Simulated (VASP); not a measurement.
Set up this calculation in VASP 6.6.1, as the native input.

- Task: single point
- Functional: PBE
- Potentials or basis: VASP PAW PBE potentials, release 64 (B, N)
- Cutoff: 520 eV
- k mesh: 6 × 6 × 6
- Occupations: gaussian, width 0.01 eV
- Spin: no spin polarisation
- Dipole correction: no
- Further INCAR settings: ALGO = Normal; EDIFF = 1e-06; NBANDS = 11

The structure of BN (Qingsongite) lies in POSCAR:

```
BN
1.0
    0.0000000000      1.8048245542      1.8048245542
    1.7678256509      0.0000000000      1.8048245542
    1.7678256509      1.8048245542      0.0000000000
B N
1 1
Direct
    0.0000000000      0.0000000000      0.0000000000
    0.2500000000      0.2500000000      0.2500000000
```

This cell differs from its parent crystal: uniaxial x strain -2.0%.

The input as run:

INCAR

```
SYSTEM = BN
PREC = Accurate
ENCUT = 520
EDIFF = 1E-6
ISMEAR = 0
SIGMA = 0.01
LREAL = .FALSE.
LASPH = .TRUE.
NELM = 60
ALGO = Normal
ISIF = 2
LWAVE = .FALSE.
LCHARG = .FALSE.
GGA = PE
NBANDS = 11
```

KPOINTS

```
regular mesh
0
G
  6 6 6
  0 0 0
```

Potentials or basis: VASP PAW PBE potentials, release 64 (B, N).

Command:

```bash
$ cat potpaw_PBE.64/B/POTCAR potpaw_PBE.64/N/POTCAR > POTCAR
$ mpirun -np 1 vasp_std > vasp.out
```

It gave:

- Pressure: 13.5 GPa
- Band gap on the k mesh: 4.11 eV, indirect (least direct gap 8.71 eV)

Caveat: the k points lie up to 0.51 Å⁻¹ apart; the cell differs from its parent crystal (uniaxial x strain -2.0%).

Wall time 3.9 s on 1 thread of Intel Xeon 8259CL, with other jobs on the host, peak memory 0.12 GiB.
